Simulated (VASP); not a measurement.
A run of VASP 6.6.1 is set up as follows.

INCAR

```
SYSTEM = Li2HgI4
ALGO     = Normal         ! electronic algorithm
EDIFF    = 1E-7           ! SCF threshold, eV
ENCUT    = 520            ! plane-wave cutoff, eV
GGA      = PE             ! functional
ISIF     = 2              ! what is computed and relaxed
ISMEAR   = 0              ! smearing method
LASPH    = .TRUE.         ! aspherical terms in the spheres
LCHARG   = .FALSE.        ! write CHGCAR
LREAL    = .FALSE.        ! projectors in reciprocal space
LWAVE    = .FALSE.        ! write WAVECAR
NBANDS   = 32             ! bands
NELM     = 100            ! most SCF steps
PREC     = Accurate       ! precision mode
SIGMA    = 0.02           ! smearing width, eV
```

Contents of KPOINTS:

```
k-points
0
G
  6 6 6
  0 0 0
```

POSCAR

```
Li2HgI4
1.0
   -3.2836988066      3.2836988066      6.3320238171
    3.2836988066     -3.2836988066      6.3320238171
    3.2836988066      3.2836988066     -6.3320238171
Li Hg I
2 1 4
Direct
    0.2500000000      0.7500000000      0.5000000000
    0.7500000000      0.2500000000      0.5000000000
    0.0000000000      0.0000000000      0.0000000000
    0.3818081319      0.8735190332      0.0000000000
    0.1264809668      0.1264809668      0.5082890987
    0.6181918681      0.6181918681      0.4917109013
    0.8735190332      0.3818081319      0.0000000000
```

Potentials or basis: VASP PAW PBE potentials, release 64 (Li_sv, Hg, I).

Command:

```console
$ cat potpaw_PBE.64/Li_sv/POTCAR potpaw_PBE.64/Hg/POTCAR potpaw_PBE.64/I/POTCAR > POTCAR
$ mpirun -np 1 vasp_std > vasp.out
```

Q: Predict the band gap on the k mesh.

A: 2.19 eV.

Q: Predict the largest force.

A: 0.023 eV/Å.

Forces in eV/Å, atoms in the order of the input:
```
Li   0.000  0.000  0.000
Li   0.000  0.000  0.000
Hg   0.000  0.000  0.000
I   -0.013  0.013  0.014
I    0.013  0.013 -0.014
I   -0.013 -0.013 -0.014
I    0.013 -0.013  0.014
```

Caveat: spin-orbit coupling is left out, which moves the levels of the heavy elements. A k mesh can miss the band edges.
